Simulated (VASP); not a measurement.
Input of a VASP 6.6.1 run:

The input INCAR:

```
SYSTEM = Zn
PREC = Accurate ; ENCUT = 520
EDIFF = 1E-6 ; ISMEAR = -1
SIGMA = 0.1 ; LREAL = .FALSE.
LASPH = .TRUE. ; NELM = 80
ALGO = Normal ; ISIF = 2
LWAVE = .FALSE. ; LCHARG = .FALSE.
GGA = PE ; NBANDS = 19
```

File KPOINTS:

```
regular mesh
0
G
  20 20 11
  0 0 0
```

The input POSCAR:

```
Zn
1.0
    2.2187454809      0.0000000000      0.0000000000
   -1.1093727405      1.9214899510      0.0000000000
    0.0000000000      0.0000000000      3.5550602702
Zn
2
Direct
    0.3333333333      0.6666666667      0.2500000000
    0.6666666667      0.3333333333      0.7500000000
```

Potentials or basis: VASP PAW PBE potentials, release 64 (Zn).

Command:

```bash
$ cat potpaw_PBE.64/Zn/POTCAR > POTCAR
$ mpirun -np 1 vasp_std > vasp.out
```

Task: What does it give for the band gap on the k mesh?

Result: Zero (band 12 reaches 13.01 eV, above the bottom of band 13 at 10.89 eV).

Task: Predict the pressure.

Result: 285.7 GPa.

Stress tensor (GPa, compression positive):
```
285.60   0.00   0.00
  0.00 285.60   0.00
  0.00   0.00 285.96
```
